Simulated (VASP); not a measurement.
Wanted: the native input for a VASP 6.6.1 run.

```
Task                            : G0W0 quasiparticle levels
Functional                      : PBE
Potentials or basis             : VASP PAW PBE potentials, release 64 (Si_GW, C_GW)
Cutoff                          : 500 eV
k mesh                          : 4 × 4 × 4
Occupations                     : gaussian, width 0.01 eV
Spin                            : no spin polarisation
Dipole correction               : no
GW scheme                       : G0W0
GW iterations                   : 1
Cutoff of the response function : 100
Frequency points                : 48
Empty bands                     : 30
Further INCAR settings          : ALGO = EVGW0; EDIFF = 1e-08; NBANDS = 34
```

The system is SiC.

```
Si C
1.0
     0.00000    2.17805    2.17805
     2.17805    0.00000    2.17805
     2.17805    2.17805    0.00000
Si C
1 1
Direct
  0.25000 0.25000 0.25000
  0.00000 0.00000 0.00000
```

The input as run:

POSCAR

```
SiC
1.0
    0.0000000000      2.1780497564      2.1780497564
    2.1780497564      0.0000000000      2.1780497564
    2.1780497564      2.1780497564      0.0000000000
Si C
1 1
Direct
    0.2500000000      0.2500000000      0.2500000000
    0.0000000000      0.0000000000      0.0000000000
```

INCAR.step1

```
ALGO = Normal
EDIFF = 1E-8
ENCUT = 500
GGA = PE
ISMEAR = 0
LASPH = True
LCHARG = False
LREAL = False
LWAVE = True
NELM = 60
PREC = Accurate
SIGMA = 0.01
```

INCAR.step2

```
ALGO = Exact
EDIFF = 1E-8
ENCUT = 500
GGA = PE
ISMEAR = 0
ISTART = 1
LASPH = True
LCHARG = False
LOPTICS = True
LREAL = False
LWAVE = True
NBANDS = 34
NELM = 1
PREC = Accurate
SIGMA = 0.01
```

INCAR.step3

```
ALGO = EVGW0
EDIFF = 1E-8
ENCUT = 500
ENCUTGW = 100.0
GGA = PE
ISMEAR = 0
ISTART = 1
LASPH = True
LCHARG = False
LREAL = False
LWAVE = False
NBANDS = 34
NBANDSGW = 12
NELMGW = 1
NOMEGA = 48
PREC = Accurate
PRECFOCK = Fast
SIGMA = 0.01
```

KPOINTS

```
k-points
0
Gamma
  4 4 4
```

Potentials or basis: VASP PAW PBE potentials, release 64 (Si_GW, C_GW).

The run is started by

```console
$ cat potpaw_PBE.64/Si_GW/POTCAR potpaw_PBE.64/C_GW/POTCAR > POTCAR
$ cp INCAR.step1 INCAR
$ mpirun -np 1 vasp_std > vasp.out
$ cp INCAR.step2 INCAR
$ mpirun -np 1 vasp_std > vasp.out
$ cp INCAR.step3 INCAR
$ mpirun -np 1 vasp_std > vasp.out
```

It gave:

```json
{
 "Quasiparticle gap": "1.91 eV",
 "Least direct quasiparticle gap": "5.45 eV",
 "Band gap of the starting levels on the mesh": "1.31 eV",
 "Least direct gap of the starting levels on the mesh": "4.52 eV"
}
```

Caveat: the k points lie up to 0.62 Å⁻¹ apart; bands, screening cutoff and mesh are small and nothing is extrapolated, so the quasiparticle values aren't converged.

Wall time 19 s on 1 thread of Intel(R) Xeon(R) Platinum 8259CL CPU @ 2.50GHz (Skylake/Cascade Lake), with other jobs on the host, peak memory 0.19 GiB.
